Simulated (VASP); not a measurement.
# C (P2_1/m) in VASP: single point with PBEsol+D3(BJ)

Aim: the single point of C with PBEsol+D3(BJ).

All numbers are computed with VASP 6.6.1; they aren't measurements. Logs are shortened: lines on timing, memory, paths and dates and some standing lists are left out, and cuts for length are marked.

## Step 1: The cell of the first run

Symmetry: P2_1/m, No. 11, monoclinic system. The conventional cell has a = 3.577 Å, b = 2.458 Å, c = 12.024 Å, α = 90.00°, β = 95.45°, γ = 90.00°. C (site symmetry m) has 3 C at 1.42 Å within 1.9 Å. C (site symmetry m) has 2 C at 1.42 Å within 1.9 Å. C (site symmetry m) has 3 C at 1.42 Å within 1.9 Å. Within 1.9 Å of C (site symmetry m) lie 3 C at 1.42 Å. C (site symmetry m) has 3 C at 1.42 Å within 1.9 Å.

## Step 2: Single point, PBEsol+D3(BJ)

INCAR

```
PREC     = Accurate       # precision mode
ENCUT    = 520            # plane-wave cutoff, eV
EDIFF    = 1E-6           # SCF threshold, eV
ISMEAR   = 0              # smearing method
SIGMA    = 0.05           # smearing width, eV
LREAL    = F              # projectors in reciprocal space
LASPH    = T              # aspherical terms in the spheres
NELM     = 100            # most SCF steps
ALGO     = Normal         # electronic algorithm
ISIF     = 2              # what is computed and relaxed
LWAVE    = F              # write WAVECAR
LCHARG   = T              # write CHGCAR
GGA      = PS             # functional
IVDW     = 12             # dispersion correction
LELF     = T              # ELF
LVHAR    = T            
ISYM     = 0            
NBANDS   = 31             # bands
```

KPOINTS

```
Automatic mesh
0
Gamma
  8 11 3
```

POSCAR

```
C
1.0
    0.0000000000      1.4191802056     -3.2829684911
   -2.4580922212      0.0000000000      0.0000000000
    2.4580922212     11.9536548796      2.5144390745
C
10
Direct
    0.2420138739      0.3073531954      0.7073531954
    0.7419041910      0.6543867554      0.0543867554
    0.8669316118      0.3176283654      0.2176283654
   -0.0080409675      0.9808699754      0.3808699754
    0.1169864532      0.6441115854      0.5441115854
    0.7831232297      0.2088548546      0.1088548546
   -0.0918493496      0.8720964645      0.2720964645
    0.0331780711      0.5353380745      0.4353380745
    0.1582054918      1.1985796845      0.5985796845
    0.2832329125      0.8618212945      0.7618212945
```

Potentials or basis: VASP PAW PBE potentials, release 64 (C).

On the command line:

```bash
$ cat potpaw_PBE.64/C/POTCAR > POTCAR
$ mpirun -np 1 vasp_std > vasp.out
```

OUTCAR:

```text
PREC = Accurate
   ENCUT = 520
   EDIFF = 1E-6
   ISMEAR = 0
   LREAL = F
   LASPH = T
   NELM = 100
   ISIF = 2
   GGA = PS
   IVDW = 12
   ISYM = 0
 IVDW          = 12

 ion  position               nearest neighbor table
   1  0.242  0.307  0.707-  10 1.42  10 1.42   9 1.42
   2  0.742  0.654  0.054-   6 1.42   6 1.42
   3  0.867  0.318  0.218-   6 1.42   7 1.42   7 1.42
   4  0.992  0.981  0.381-   8 1.42   8 1.42   7 1.42
   5  0.117  0.644  0.544-   9 1.42   9 1.42   8 1.42
   6  0.783  0.209  0.109-   3 1.42   2 1.42   2 1.42
   7  0.908  0.872  0.272-   3 1.42   3 1.42   4 1.42
   8  0.033  0.535  0.435-   4 1.42   4 1.42   5 1.42
   9  0.158  0.199  0.599-   5 1.42   5 1.42   1 1.42
  10  0.283  0.862  0.762-   1 1.42   1 1.42

IMPORTANT INFORMATION: All symmetrisations will be switched off!
NOSYMM: (Re-)initialisation of all symmetry stuff for point group C_1.

----------------------------------------------------------------------------------------

                                     Primitive cell

  volume of cell :     105.2356

  direct lattice vectors                    reciprocal lattice vectors
     0.000000000  1.419180206 -3.282968491     0.000000000  0.058732227 -0.279213276
    -2.458092221  0.000000000  0.000000000    -0.406819562  0.076683524  0.033149188
     2.458092221 11.953654880  2.514439074     0.000000000  0.076683524  0.033149188

  length of vectors
     3.576584204  2.458092221 12.460115818     0.285323549  0.415308786  0.083541795

  position of ions in fractional coordinates (direct lattice)
     0.242013874  0.307353195  0.707353195
     0.741904191  0.654386755  0.054386755
     0.866931612  0.317628365  0.217628365
     0.991959032  0.980869975  0.380869975
     0.116986453  0.644111585  0.544111585
     0.783123230  0.208854855  0.108854855
     0.908150650  0.872096464  0.272096465
     0.033178071  0.535338074  0.435338075
     0.158205492  0.198579684  0.598579685
     0.283232912  0.861821294  0.761821295

  ion indices of the primitive-cell ions
   primitive index   ion index
                 1           1
                 2           2
                 3           3
                 4           4
                 5           5
                 6           6
                 7           7
                 8           8
                 9           9
                10          10

----------------------------------------------------------------------------------------

 KPOINTS: Automatic mesh

Automatic generation of k-mesh.
 Grid dimensions read from file:
 generate k-points for:    8   11    3

 Generating k-lattice:

  Cartesian coordinates                     Fractional coordinates (reciprocal lattice)
     0.000000000  0.007341528 -0.034901659     0.125000000  0.000000000  0.000000000
    -0.036983597  0.006971229  0.003013563     0.000000000  0.090909091 -0.000000000
     0.000000000  0.025561175  0.011049729     0.000000000  0.000000000  0.333333333

  Length of vectors
     0.035665444  0.037755344  0.027847265

  Shift w.r.t. Gamma in fractional coordinates (k-lattice)
     0.000000000  0.000000000  0.000000000

 -----------------------------------------------------------------------------
|                                                                             |
|           W    W    AA    RRRRR   N    N  II  N    N   GGGG   !!!           |
|           W    W   A  A   R    R  NN   N  II  NN   N  G    G  !!!           |
|           W    W  A    A  R    R  N N  N  II  N N  N  G       !!!           |
|           W WW W  AAAAAA  RRRRR   N  N N  II  N  N N  G  GGG   !            |
|           WW  WW  A    A  R   R   N   NN  II  N   NN  G    G                |
|           W    W  A    A  R    R  N    N  II  N    N   GGGG   !!!           |
|                                                                             |
|     Your reciprocal lattice and k-lattice belong to different lattice       |
|     classes:                                                                |
|                                                                             |
|        The reciprocal lattice is simple monoclinic,                         |
|        whereas your k-lattice is triclinic.                                 |
|                                                                             |
|     Results are often still useful ...                                      |
|                                                                             |
 -----------------------------------------------------------------------------

 WARNING: IBZKPT: internal override: KBLOWUP is changed to .FALSE.
      ... skipping the blow-up phase ...

 Subroutine IBZKPT returns following result:
 ===========================================

 Found    133 irreducible k-points:

 Following reciprocal coordinates:
            Coordinates               Weight
  0.000000  0.000000  0.000000      1.000000
  0.125000  0.000000  0.000000      2.000000
  0.250000  0.000000  0.000000      2.000000
  0.375000  0.000000  0.000000      2.000000
  0.500000  0.000000  0.000000      1.000000
  0.000000  0.090909 -0.000000      2.000000
[... 16 lines left out ...]
  0.125000  0.272727 -0.000000      2.000000
  0.250000  0.272727  0.000000      2.000000
 [... further k-points ...]
   k-points           NKPTS =    133   k-points in BZ     NKDIM =    133   number of bands    NBANDS=     31
   number of dos      NEDOS =    301   number of ions     NIONS =     10
   total plane-waves  NPLWV =  48384
   dimension x,y,z NGX =    28 NGY =   18 NGZ =   96
   dimension x,y,z NGXF=    56 NGYF=   36 NGZF=  192
   ions per type =              10
   NGX,Y,Z   is equivalent  to a cutoff of  13.01, 12.17, 12.81 a.u.
   NGXF,Y,Z  is equivalent  to a cutoff of  26.03, 24.35, 25.62 a.u.
 SYSTEM =  unknown system
   PREC   = accura    normal or accurate (medium, high low for compatibility)
   ISTART =      0    job   : 0-new  1-cont  2-samecut
   ICHARG =      2    charge: 1-file 2-atom 10-const
   ISPIN  =      1    spin polarized calculation?
   LNONCOLLINEAR =      F non collinear calculations
   LSORBIT =      F    spin-orbit coupling
   LASPH  =      T    aspherical Exc in radial PAW
   ENCUT  =  520.0 eV  38.22 Ry    6.18 a.u.   6.65  4.57 23.17*2*pi/ulx,y,z
   NELM   =    100;   NELMIN=  2; NELMDL= -5     # of ELM steps
   EDIFF  = 0.1E-05   stopping-criterion for ELM
   LREAL  =      F    real-space projection
   EDIFFG = 0.1E-04   stopping-criterion for IOM
   NSW    =      0    number of steps for IOM
   IBRION =     -1    ionic relax: 0-MD 1-quasi-New 2-CG
   NFREE  =      0    steps in history (QN), initial steepest desc. (CG)
   ISIF   =      2    stress and relaxation
   ISYM   =      0    0-nonsym 1-usesym 2-fastsym
   POTIM  = 0.5000    time-step for ionic-motion
   TEBEG  =    0.0;   TEEND  =   0.0 temperature during run
   PSTRESS=    0.0 pullay stress
   NELECT =      40.0000    total number of electrons
   NUPDOWN=      -1.0000    fix difference up-down
   EMIN   =  10.00;   EMAX   =-10.00  energy-range for DOS
   EFERMI =   0.00;   METHOD = LEGACY
   ISMEAR =     0;   SIGMA  =   0.05  broadening in eV -4-tet -1-fermi 0-gaus
   EFERMI_NEDOS =   21; number of points for ismear=-14 and -15
   IALGO  =     38    algorithm
   IMIX   =      4    mixing-type and parameters
     AMIX     =   0.40;   BMIX     =  1.00
     AMIX_MAG =   1.60;   BMIX_MAG =  1.00
  volume/ion in A,a.u.               =      10.52        71.02
  Fermi-wavevector in a.u.,A,eV,Ry     =   1.185879  2.240987 19.134011  1.406310
  Thomas-Fermi vector in A             =   2.322064
   LORBIT       =      0    0 simple, 1 ext, 2 COOP (PROOUT), +10 PAW based schemes
   GGA     = PS    functional components
   LHFCALC =     F    Hartree Fock is set to
   AEXX    =    0.0000 exact exchange contribution
   IVDW    =    12    specifies the selected vdW correction
   LEPSILON=     F    determine dielectric tensor
   LRPA    =     F    only Hartree local field effects (RPA)
 non-spin polarized calculation
 Gauss-broadening in eV      SIGMA  =   0.05
  energy-cutoff  :      520.00
  volume of cell :      105.24
 maximum number of plane-waves:      2861
   NGX = 13   NGY =  9   NGZ = 47

 number of electron      40.0000000 magnetization

 Free energy of the ion-electron system (eV)
  ---------------------------------------------------
  ext. energy  EPLUGINS =         0.00000000
  ---------------------------------------------------
  free energy    TOTEN  =       -89.60287237 eV

  energy without entropy =      -89.59871309  energy(sigma->0) =      -89.60079273

 E-fermi :   2.4580     XC(G=0):  -9.6092

 val. band max:        2.4434400529   @ k =   0.5000   0.2727   0.0000
 cond. band min:       2.4609324441   @ k =  -0.3750   0.2727   0.3333
 fundamental gap:      0.0174923912
 Fermi energy:         2.4580018731

 k-point     1 :       0.0000    0.0000    0.0000
  band No.  band energies     occupation
      1     -16.9240      2.00000
      2     -16.1476      2.00000
      3     -14.9845      2.00000
      4     -13.4563      2.00000
      5     -11.9108      2.00000
      6      -9.1183      2.00000
[... 23 lines left out ...]
     30      10.8586      0.00000
     31      11.6091      0.00000

 k-point     2 :       0.1250    0.0000    0.0000
  band No.  band energies     occupation
      1     -16.8799      2.00000
      2     -16.1120      2.00000
      3     -14.9611      2.00000
      4     -13.4472      2.00000
      5     -11.9173      2.00000
      6      -9.1327      2.00000
[... 23 lines left out ...]
     30      10.8873      0.00000
     31      11.1502      0.00000

 k-point     3 :       0.2500    0.0000    0.0000
  band No.  band energies     occupation
      1     -16.7673      2.00000
      2     -16.0236      2.00000
      3     -14.9058      2.00000
      4     -13.4285      2.00000
      5     -11.9362      2.00000
      6      -9.1697      2.00000
[... 23 lines left out ...]
     30      10.9731      0.00000
     31      11.7253      0.00000

 k-point     4 :       0.3750    0.0000    0.0000
  band No.  band energies     occupation
      1     -16.6447      2.00000
      2     -15.9320      2.00000
      3     -14.8533      2.00000
      4     -13.4153      2.00000
      5     -11.9593      2.00000
      6      -9.2093      2.00000
[... 635 lines left out ...]
     30      11.5266      0.00000
     31      11.9383      0.00000

 k-point    23 :       0.1250    0.2727   -0.0000
  band No.  band energies     occupation
      1     -15.5554      2.00000
      2     -14.8026      2.00000
      3     -13.6748      2.00000
      4     -12.2217      2.00000
      5     -10.7568      2.00000
      6      -8.6578      2.00000
[... 23 lines left out ...]
     30      11.5727      0.00000
     31      12.0600      0.00000

 k-point    24 :       0.2500    0.2727    0.0000
  band No.  band energies     occupation
      1     -15.4514      2.00000
      2     -14.7210      2.00000
      3     -13.6244      2.00000
      4     -12.2036      2.00000
      5     -10.7751      2.00000
      6      -8.6463      2.00000
[... 23 lines left out ...]
     30      11.8310      0.00000
     31      12.5974      0.00000

 [... further k-points ...]

------------------------ aborting loop because EDIFF is reached ----------------------------------------

 Edisp (eV)   -0.98759

 E8    (eV) :    -0.4819

  FORCE on cell =-STRESS in cart. coord.  units (eV):
  Direction    XX          YY          ZZ          XY          YZ          ZX
  --------------------------------------------------------------------------------------
  -------------------------------------------------------------------------------------
  Total      -0.28321    -0.36420    -0.78379     0.00089    -0.33107     0.00026
  in kB      -4.31181    -5.54480   -11.93291     0.01355    -5.04047     0.00403
  external pressure =       -7.26 kB  Pullay stress =        0.00 kB

 VOLUME and BASIS-vectors are now :
 -----------------------------------------------------------------------------
  energy-cutoff  :      520.00
  volume of cell :      105.24
      direct lattice vectors                 reciprocal lattice vectors
     0.000000000  1.419180206 -3.282968491     0.000000000  0.058732227 -0.279213276
    -2.458092221  0.000000000  0.000000000    -0.406819562  0.076683524  0.033149188
     2.458092221 11.953654880  2.514439074     0.000000000  0.076683524  0.033149188

 POSITION                                       TOTAL-FORCE (eV/Angst)
 -----------------------------------------------------------------------------------
      0.98324      8.79892      0.98407        -0.000048      2.579751      0.139498
     -1.47486      1.70302     -2.29890        -0.000146      1.399057     -0.151252
     -0.24581      3.83179     -2.29890         0.000011      0.810000      0.100702
     -1.47486      5.96056     -2.29890         0.000061      0.133225     -0.003805
     -0.24581      6.67015      0.98407         0.000072      0.155175      0.009415
     -0.24581      2.41261     -2.29726         0.000005     -2.579269     -0.139468
     -1.47486      4.54138     -2.29726         0.000032     -0.155381     -0.009516
     -0.24581      5.25097      0.98571         0.000054     -0.133350      0.003769
      0.98324      7.37974      0.98571        -0.000042     -0.810022     -0.100665
     -0.24581      9.50851      0.98571         0.000002     -1.399186      0.151322
 -----------------------------------------------------------------------------------
    total drift:                                0.000375     -0.000164     -0.000177

  FREE ENERGIE OF THE ION-ELECTRON SYSTEM (eV)
  ---------------------------------------------------
  free  energy   TOTEN  =       -90.5904634240 eV

  energy  without entropy=      -90.5863041461  energy(sigma->0) =      -90.58838379
```

It took 5.2 min on 1 thread of AMD EPYC 9R45 (Zen 5), shared host; peak memory 0.38 GiB.

Results:

| Item | Value |
| --- | --- |
| Free energy | -90.5905 eV |
| Pressure | -0.7 GPa |
| Largest force | 2.584 eV/Å |
| Band gap on the k mesh | zero (bands 20 and 21 overlap by 0.14 eV) |
| Dispersion energy per atom | -0.099 eV |

Forces in eV/Å, atoms in the order of the input:
```
C    0.000  2.580  0.139
C    0.000  1.399 -0.151
C    0.000  0.810  0.101
C    0.000  0.133 -0.004
C    0.000  0.155  0.009
C    0.000 -2.579 -0.139
C    0.000 -0.155 -0.010
C    0.000 -0.133  0.004
C    0.000 -0.810 -0.101
C    0.000 -1.399  0.151
```

Levels at points of the mesh, in eV from the Fermi level:
```tsv
k point	band 16	band 17	band 18	band 19	band 20	band 21	band 22	band 23	band 24	band 25
(0.00, 0.00, 0.00)	-3.69	-3.48	-2.97	-2.84	-0.41	0.35	2.29	4.57	4.80	6.12
(0.50, 0.00, 0.00)	-4.05	-3.48	-2.99	-2.47	0.10	0.13	2.99	5.23	7.04	7.87
```

Caveat: the PAW data sets were made with another functional, which shifts forces and pressure a little.
